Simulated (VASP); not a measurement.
# SrVO3 (Pm-3m) in VASP: a series of runs, part 3 of 3

VASP 6.6.1.

## (4) Single point, PBE+U, collinear spin, ferromagnetic start

INCAR

```
SYSTEM = SrVO3
PREC = Accurate
ENCUT = 910
EDIFF = 1E-6
ISMEAR = -1
SIGMA = 0.1
LREAL = .FALSE.
LASPH = .TRUE.
NELM = 200
ALGO = Normal
ISIF = 2
LWAVE = .FALSE.
LCHARG = .FALSE.
ISPIN = 2
MAGMOM = 0 0.71 0 0 0
LORBIT = 11
NUPDOWN = 0.71
LMAXMIX = 4
LDAU = .TRUE.
LDAUTYPE = 2
LDAUL = -1 2 -1
LDAUU = 0 6.2 0
LDAUJ = 0 0 0
LDAUPRINT = 1
GGA = PE
NBANDS = 32
GGA_COMPAT = .FALSE.
```

KPOINTS

```
Automatic mesh
0
G
  5 5 5
  0 0 0
```

POSCAR

```
SrVO3
1.0
    3.8425000000      0.0000000000      0.0000000000
    0.0000000000      3.8425000000      0.0000000000
    0.0000000000      0.0000000000      3.8425000000
Sr V O
1 1 3
Direct
    0.0000000000      0.0000000000      0.0000000000
    0.5000000000      0.5000000000      0.5000000000
    0.5000000000      0.0000000000      0.5000000000
    0.0000000000      0.5000000000      0.5000000000
    0.5000000000      0.5000000000      0.0000000000
```

Potentials or basis: VASP PAW PBE potentials, release 64 (Sr_sv, V_sv, O_h).

Run with:

```sh
$ cat potpaw_PBE.64/Sr_sv/POTCAR potpaw_PBE.64/V_sv/POTCAR potpaw_PBE.64/O_h/POTCAR > POTCAR
$ mpirun -np 1 vasp_std > vasp.out
```

OUTCAR:

```text
SYSTEM = SrVO3
   PREC = Accurate
   ENCUT = 910
   EDIFF = 1E-6
   ISMEAR = -1
   LREAL = .FALSE.
   LASPH = .TRUE.
   NELM = 200
   ISIF = 2
   ISPIN = 2
   LORBIT = 11
   NUPDOWN = 0.71
   GGA = PE

 ion  position               nearest neighbor table
   1  0.000  0.000  0.000-   3 2.72   4 2.72   5 2.72   3 2.72   4 2.72   4 2.72   5 2.72   4 2.72
                             3 2.72   5 2.72   3 2.72   5 2.72   2 3.33   2 3.33   2 3.33   2 3.33
   2  0.500  0.500  0.500-   3 1.92   4 1.92   5 1.92   5 1.92   3 1.92   4 1.92   1 3.33   1 3.33
                             1 3.33   1 3.33   1 3.33   1 3.33   1 3.33   1 3.33
   3  0.500  0.000  0.500-   2 1.92   2 1.92   1 2.72   1 2.72   1 2.72   1 2.72
   4  0.000  0.500  0.500-   2 1.92   2 1.92   1 2.72   1 2.72   1 2.72   1 2.72
   5  0.500  0.500  0.000-   2 1.92   2 1.92   1 2.72   1 2.72   1 2.72   1 2.72

  LATTYP: Found a simple cubic cell.
 ALAT       =     3.8425000000

  Lattice vectors:

 A1 = (   3.8425000000,   0.0000000000,   0.0000000000)
 A2 = (   0.0000000000,   3.8425000000,   0.0000000000)
 A3 = (   0.0000000000,   0.0000000000,   3.8425000000)

Analysis of symmetry for initial positions (statically):
=====================================================================
 Subroutine PRICEL returns:
 Original cell was already a primitive cell.

 Routine SETGRP: Setting up the symmetry group for a
 simple cubic supercell.

 Subroutine GETGRP returns: Found 48 space group operations
 (whereof 48 operations were pure point group operations)
 out of a pool of 48 trial point group operations.

The static configuration has the point symmetry O_h .

Analysis of symmetry for dynamics (positions and initial velocities):
=====================================================================
 Subroutine PRICEL returns:
 Original cell was already a primitive cell.

 Routine SETGRP: Setting up the symmetry group for a
 simple cubic supercell.

 Subroutine GETGRP returns: Found 48 space group operations
 (whereof 48 operations were pure point group operations)
 out of a pool of 48 trial point group operations.

The dynamic configuration has the point symmetry O_h .

Analysis of structural, dynamic, and magnetic symmetry:
=====================================================================
 Subroutine PRICEL returns:
 Original cell was already a primitive cell.

 Routine SETGRP: Setting up the symmetry group for a
 simple cubic supercell.

 Subroutine GETGRP returns: Found 48 space group operations
 (whereof 48 operations were pure point group operations)
 out of a pool of 48 trial point group operations.

The overall configuration has the point symmetry O_h .

 Subroutine INISYM returns: Found 48 space group operations
 (whereof 48 operations are pure point group operations),
 and found     1 'primitive' translations

----------------------------------------------------------------------------------------

[... 141 lines left out ...]
  0.0000  0.0000  0.2774  0.0000  0.0000
 -0.0000  0.0000  0.0000  0.1371 -0.0000
 -0.0000  0.0000  0.0000 -0.0000  0.2774

 occupancies and eigenvectors

  o =  0.1371  v =  0.0000  0.0000  0.0000  0.0000  0.0000  0.0000  0.0193  0.0000  0.9998 -0.0000      0.0000  0.0000  0.0000  0.0000  0.0000  0.0000  0.0000  0.0000  0.0000  0.0000
  o =  0.1371  v =  0.0000  0.0000  0.0000  0.0000  0.0000  0.0000  0.9998 -0.0000 -0.0193 -0.0000      0.0000  0.0000  0.0000  0.0000  0.0000  0.0000  0.0000  0.0000  0.0000  0.0000
  o =  0.1371  v =  0.0000  0.0000  0.0000  0.0000  0.0000  1.0000  0.0000  0.0000  0.0000  0.0000      0.0000  0.0000  0.0000  0.0000  0.0000  0.0000  0.0000  0.0000  0.0000  0.0000
  o =  0.2774  v =  0.0000  0.0000  0.0000  0.0000  0.0000  0.0000  0.0000 -0.0060  0.0000  1.0000      0.0000  0.0000  0.0000  0.0000  0.0000  0.0000  0.0000  0.0000  0.0000  0.0000
  o =  0.2774  v =  0.0000  0.0000  0.0000  0.0000  0.0000  0.0000  0.0000  1.0000  0.0000  0.0060      0.0000  0.0000  0.0000  0.0000  0.0000  0.0000  0.0000  0.0000  0.0000  0.0000
  o =  0.3009  v =  0.0000  0.0000 -0.0040  0.0000  1.0000  0.0000  0.0000  0.0000  0.0000  0.0000      0.0000  0.0000  0.0000  0.0000  0.0000  0.0000  0.0000  0.0000  0.0000  0.0000
  o =  0.3009  v =  0.0000 -0.0000  1.0000  0.0000  0.0040  0.0000  0.0000  0.0000  0.0000  0.0000      0.0000  0.0000  0.0000  0.0000  0.0000  0.0000  0.0000  0.0000  0.0000  0.0000
  o =  0.4165  v =  0.0000  0.7597  0.0000 -0.6503 -0.0000  0.0000  0.0000  0.0000  0.0000  0.0000      0.0000  0.0000  0.0000  0.0000  0.0000  0.0000  0.0000  0.0000  0.0000  0.0000
  o =  0.4165  v =  0.0000 -0.6503 -0.0000 -0.7597  0.0000  0.0000  0.0000  0.0000  0.0000  0.0000      0.0000  0.0000  0.0000  0.0000  0.0000  0.0000  0.0000  0.0000  0.0000  0.0000
  o =  0.4165  v =  1.0000  0.0000  0.0000  0.0000  0.0000  0.0000  0.0000  0.0000  0.0000  0.0000      0.0000  0.0000  0.0000  0.0000  0.0000  0.0000  0.0000  0.0000  0.0000  0.0000

 number of electron      40.9999991 magnetization       0.7100001

 Free energy of the ion-electron system (eV)
  ---------------------------------------------------
  ext. energy  EPLUGINS =         0.00000000
  ---------------------------------------------------
  free energy    TOTEN  =       -33.19582040 eV

  energy without entropy =      -33.14276044  energy(sigma->0) =      -33.16929042

 E-fermi :   7.9598     XC(G=0): -11.5763

 val. band max:        7.7117377014   @ k =   0.4000   0.0000   0.0000
 cond. band min:       6.3756064534   @ k =   0.2000   0.2000   0.2000
 fundamental gap:     -1.3361312479
 Fermi energy:         6.3734729076

 spin component 1

 k-point     1 :       0.0000    0.0000    0.0000
  band No.  band energies     occupation
      1     -60.4862      1.00000
      2     -34.2781      1.00000
      3     -34.2781      1.00000
      4     -34.2781      1.00000
      5     -27.7295      1.00000
      6     -12.9402      1.00000
[... 339 lines left out ...]
     31      15.9644      0.00000
     32      19.3105      0.00000
 Fermi energy:         7.9598039154

 spin component 2

 k-point     1 :       0.0000    0.0000    0.0000
  band No.  band energies     occupation
      1     -59.5521      1.00000
      2     -33.3559      1.00000
      3     -33.3559      1.00000
      4     -33.3559      1.00000
      5     -27.7331      1.00000
      6     -13.0134      1.00000
[... 339 lines left out ...]
     31      15.9835      0.00000
     32      19.3040      0.00000

------------------------ aborting loop because EDIFF is reached ----------------------------------------

  FORCE on cell =-STRESS in cart. coord.  units (eV):
  Direction    XX          YY          ZZ          XY          YZ          ZX
  --------------------------------------------------------------------------------------
  -------------------------------------------------------------------------------------
  Total        3.4301378      3.4301378      3.4301378      0.0000000     -0.0000000      0.0000000
  in kB       96.8680414     96.8680414     96.8680414      0.0000000     -0.0000000      0.0000000
  external PRESSURE =      96.8680414 kB  Pullay stress =       0.0000000 kB

 VOLUME and BASIS-vectors are now :
 -----------------------------------------------------------------------------
  energy-cutoff  :      910.00
  volume of cell :       56.73
      direct lattice vectors                 reciprocal lattice vectors
     3.842500000  0.000000000  0.000000000     0.260247235  0.000000000  0.000000000
     0.000000000  3.842500000  0.000000000     0.000000000  0.260247235  0.000000000
     0.000000000  0.000000000  3.842500000     0.000000000  0.000000000  0.260247235

 POSITION                                       TOTAL-FORCE (eV/Angst)
 -----------------------------------------------------------------------------------
      0.00000      0.00000      0.00000         0.000000      0.000000      0.000000
      1.92125      1.92125      1.92125         0.000000      0.000000      0.000000
      1.92125      0.00000      1.92125         0.000000      0.000000      0.000000
      0.00000      1.92125      1.92125         0.000000      0.000000      0.000000
      1.92125      1.92125      0.00000         0.000000      0.000000      0.000000
 -----------------------------------------------------------------------------------
    total drift:                                0.000000      0.000000     -0.000000

  FREE ENERGIE OF THE ION-ELECTRON SYSTEM (eV)
  ---------------------------------------------------
  free  energy   TOTEN  =       -33.1958204036 eV

  energy  without entropy=      -33.1427604414  energy(sigma->0) =      -33.16929042

 total charge

# of ion       s       p       d       tot
------------------------------------------
    1        2.000   5.805   0.222   8.027
    2        2.297   6.366   2.784  11.447
    3        1.039   2.348   0.000   3.388
    4        1.039   2.348   0.000   3.388
    5        1.039   2.348   0.000   3.388
--------------------------------------------------
tot          7.416  19.216   3.005  29.638

 magnetization (x)

# of ion       s       p       d       tot
------------------------------------------
    1       -0.001  -0.002  -0.001  -0.004
    2        0.007   0.009   0.882   0.899
    3       -0.002  -0.046   0.000  -0.048
    4       -0.002  -0.046   0.000  -0.048
    5       -0.002  -0.046   0.000  -0.048
--------------------------------------------------
tot          0.001  -0.132   0.882   0.751
```

It took 42 s on 1 thread of Intel Xeon 6975P-C (Granite Rapids), shared host; peak memory 0.32 GiB.

What came out:

```yaml
Free_energy: -33.1958 eV
Pressure: 9.7 GPa
Net_moment: 0.71 μB per cell
Site_moments: Sr -0.00; V +0.90; O -0.05 μB
Valence_electrons_inside_the_program's_atomic_spheres: Sr 8.03; V 11.45; O 3.39
```

Eigenvalues of the final occupation matrices:
| site | spin | trace | eigenvalues |
| --- | --- | --- | --- |
| site 2 d | 1 | 1.85 | 0.30 0.30 0.42 0.42 0.42 |
| site 2 d | 2 | 0.97 | 0.14 0.14 0.14 0.28 0.28 |

Caveat: the cutoff is under 1.25 times the usual one of these potentials, so pressure, stress and relaxed cells hold a basis-set (Pulay) error; the cell stands under pressure; the total moment is fixed, so each spin has its own Fermi level. The state reached can hang on the start; a lower one may exist.

## (5) Summary

| fixed moment (μB) | pressure (GPa) | moment (μB) |
| --- | --- | --- |
| 0.95 | 10.8 | 0.95 |
| 0.47 | 9.1 | 0.47 |
| 0.71 | 9.7 | 0.71 |

Alike in all rows: task single point; level PBE+U; potentials or basis VASP PAW PBE potentials, release 64 (Sr_sv, V_sv, O_h); spin collinear, ferromagnetic start; V d U = 6.2 eV; cell as given; k mesh 5 × 5 × 5; cutoff (eV) 910; smearing fermi-dirac 0.1 eV.

Caveats: the cutoff is under 1.25 times the usual one of these potentials, so pressure, stress and relaxed cells hold a basis-set (Pulay) error; the cell stands under pressure; the total moment is fixed, so each spin has its own Fermi level.

Total energies depend on the potentials used, so only differences within one code and one set of settings carry meaning.
